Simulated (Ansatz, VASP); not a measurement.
## One calculation of Ti3NiO8, two programs

File INCAR:

```
SYSTEM = Ti3NiO8
PREC = Accurate ; ENCUT = 520
EDIFF = 1E-6 ; ISMEAR = 0
SIGMA = 0.05 ; LREAL = .False.
LASPH = .True. ; NELM = 150
ALGO = Normal ; ISIF = 2
LWAVE = .False. ; LCHARG = .False.
LMAXMIX = 4 ; LDAU = .True.
LDAUTYPE = 2 ; LDAUL = 2 -1 -1
LDAUU = 5 0 0 ; LDAUJ = 0 0 0
LDAUPRINT = 1 ; GGA = PS
NBANDS = 59
```

The input KPOINTS:

```
Automatic mesh
0
Gamma
  4 4 3
  0 0 0
```

POSCAR

```
Ti3NiO8
1.0
    4.5922000000      0.0000000000      0.0000000000
    0.0000000000      4.5922000000      0.0000000000
    0.0000000000      0.0000000000      5.9148000000
Ni Ti O
1 3 8
Direct
    0.0045366110      0.9972044722      0.0008479403
    0.9907724835      0.0109840995      0.5008567471
    0.4962112288      0.5055091146      0.2470210147
    0.4962620332      0.5055346133      0.7548598394
    0.3090395869      0.3035367772      0.0008527569
    0.3090915198      0.3044299359      0.5008449223
    0.1958559983      0.8059196655      0.2478063105
    0.1958619230      0.8059226576      0.7538824805
    0.6982574859      0.6927192308      0.0008573167
    0.6973625756      0.6926634164      0.5008441510
    0.8117409139      0.1900001000      0.2467375869
    0.8117431918      0.1899873884      0.7549678380
```

Input for Ansatz:

```yaml
crystal:
  lattice:
    - [4.5922, 0.0, 0.0]
    - [0.0, 4.5922, 0.0]
    - [0.0, 0.0, 5.9148]
  atoms:
    - { symbol: Ni, position: [0.0045365323, 0.9972045408, 0.0008479469] }
    - { symbol: Ti, position: [0.9907726708, 0.0109839209, 0.5008567504] }
    - { symbol: Ti, position: [0.496211261, 0.505509086, 0.247020993] }
    - { symbol: Ti, position: [0.496262049, 0.5055345967, 0.7548598425] }
    - { symbol: O, position: [0.3090395837, 0.3035368284, 0.0008527635] }
    - { symbol: O, position: [0.309091511, 0.3044300038, 0.5008449158] }
    - { symbol: O, position: [0.195855995, 0.8059196754, 0.2478063176] }
    - { symbol: O, position: [0.1958619174, 0.8059226673, 0.7538824774] }
    - { symbol: O, position: [0.6982574443, 0.6927192376, 0.000857323] }
    - { symbol: O, position: [0.6973625181, 0.6926634141, 0.5008441433] }
    - { symbol: O, position: [0.8117408951, 0.1900001076, 0.2467376218] }
    - { symbol: O, position: [0.8117431737, 0.1899873927, 0.7549678092] }
basis:
  ecutwfc: 420
  ecutrho_ratio: 4
kpoints:
  mp_grid: { grid: [4, 4, 3] }
hamiltonian:
  xc: pbesol
  hubbard: { sites: [{ site: 0, l: d, u_eff: 5.0 }] }
scf:
  occupations: { method: gaussian, width: 0.05 }
  lower_state_search: "off"
  max_iter: 150
output:
  forces: true
  stress: true
  eigenvalues: true
  populations: true
  hubbard: { sites: [{ site: 0, l: d }] }
```

Alike in both runs: task single point; functional PBEsol; k mesh 4 × 4 × 3; occupations gaussian, width 0.05 eV; no spin polarisation; Hubbard terms Ni d U = 5.0 eV.

```csv
,VASP,Ansatz
version,VASP 6.6.1,Ansatz 0.2.0
potentials or method,"VASP PAW PBE potentials, release 64 (Ni, Ti_sv, O), cutoff 520 eV","scalar-relativistic, plane waves, PAW"
valence electrons in the cell,94,102
```

|  | VASP | Ansatz | Ansatz less VASP |
| --- | --- | --- | --- |
| gap on the k mesh at the Fermi level (eV) | 0.05 | 0.04 | -0.015 |
| least direct gap on the mesh (eV) | 0.07 | 0.04 | -0.029 |
| pressure (GPa) | -8.5 | -7.9 | +0.62 |
| traceless stress, the component that is largest in VASP (GPa) | -0.86 | -0.54 | +0.316 |
| rms of the force components (eV/Å) | 0.282 | 0.215 | -0.0663 |

VASP's potentials were made for PBE, not for PBEsol. The programs project onto different local orbitals, so the same U acts differently, and such runs can settle in different states. Atom by atom the forces differ by 0.095 eV/Å (rms over components). VASP's potentials hold 94 valence electrons a cell and Ansatz's 102, so a difference there can come from the potentials and not from the codes.
